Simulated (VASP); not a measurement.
Here is a VASP 6.6.1 calculation.

File INCAR:

```
PREC = Accurate ; ENCUT = 600
EDIFF = 1E-6 ; ISMEAR = -1
SIGMA = 0.1 ; LREAL = False
LASPH = True ; NELM = 120
ALGO = Normal ; ISIF = 2
LWAVE = False ; LCHARG = False
GGA = CA ; NBANDS = 10
GGA_COMPAT = False
```

Contents of KPOINTS:

```
Automatic mesh
0
Gamma
  12 12 12
```

POSCAR

```
Fe
1.0
   -1.4330000000      1.4330000000      1.4330000000
    1.4330000000     -1.4330000000      1.4330000000
    1.4330000000      1.4330000000     -1.4330000000
Fe
1
Direct
    0.0000000000      0.0000000000      0.0000000000
```

Potentials or basis: VASP PAW LDA potentials, release 64 (Fe).

Command:

```bash
$ cat potpaw_LDA.64/Fe/POTCAR > POTCAR
$ mpirun -np 1 vasp_std > vasp.out
```

Question: What does it give for the pressure?

Answer: -37.8 GPa.

Question: Predict the band gap on the k mesh.

Answer: Zero (bands 4 and 5 overlap by 1.83 eV).

Caveat: the cell stands under tension; the run has no spin polarisation, though such a crystal can be magnetic. Spin polarisation is off, so any magnetic state and its effect on volume and gap are missing.
